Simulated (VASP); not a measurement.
Crystal: WSe2.

```
CELL_PARAMETERS angstrom
0.00000 3.20044 3.20044
3.20044 0.00000 3.20044
3.20044 3.20044 0.00000
ATOMIC_POSITIONS crystal
W 0.00000 0.00000 0.00000
Se 0.75000 0.75000 0.75000
Se 0.25000 0.25000 0.25000
```

```yaml
Program: VASP 6.6.1
Task: relaxation of cell and atoms
Functional: PBEsol
Potentials_or_basis: VASP PAW PBE potentials, release 64 (W_sv, Se)
Cutoff: 600 eV
k_mesh: 6 × 6 × 6
Occupations: fermi-dirac, width 0.03 eV
Spin: no spin polarisation
```

At the start: pressure -13.3 GPa; volume 21.85 Å³/atom.

Question: How do energy, volume and symmetry change on relaxing?

Answer: Over 4 steps the energy falls by 121.3 meV/atom and the volume is 19.26 Å³/atom (-11.9 %); space group Fm-3m (No. 225, to 0.05 Å).

The path:
| step | energy change (eV) | largest force (eV/Å) | pressure (GPa) | volume (Å³) |
| --- | --- | --- | --- | --- |
| 1 | 0.0000 | 0.0000 | -13.31 | 65.56 |
| 2 | 0.2228 | 0.0000 | 27.11 | 49.80 |
| 3 | -0.3636 | 0.0000 | -0.43 | 57.93 |
| 4 | -0.3638 | 0.0000 | -0.07 | 57.77 |

Final structure:
```
CELL_PARAMETERS angstrom
0.00000 3.06830 3.06830
3.06830 0.00000 3.06830
3.06830 3.06830 0.00000
ATOMIC_POSITIONS crystal
W 0.00000 0.00000 0.00000
Se 0.75000 0.75000 0.75000
Se 0.25000 0.25000 0.25000
```

Caveat: the PAW data sets were made with another functional, which shifts forces and pressure a little.
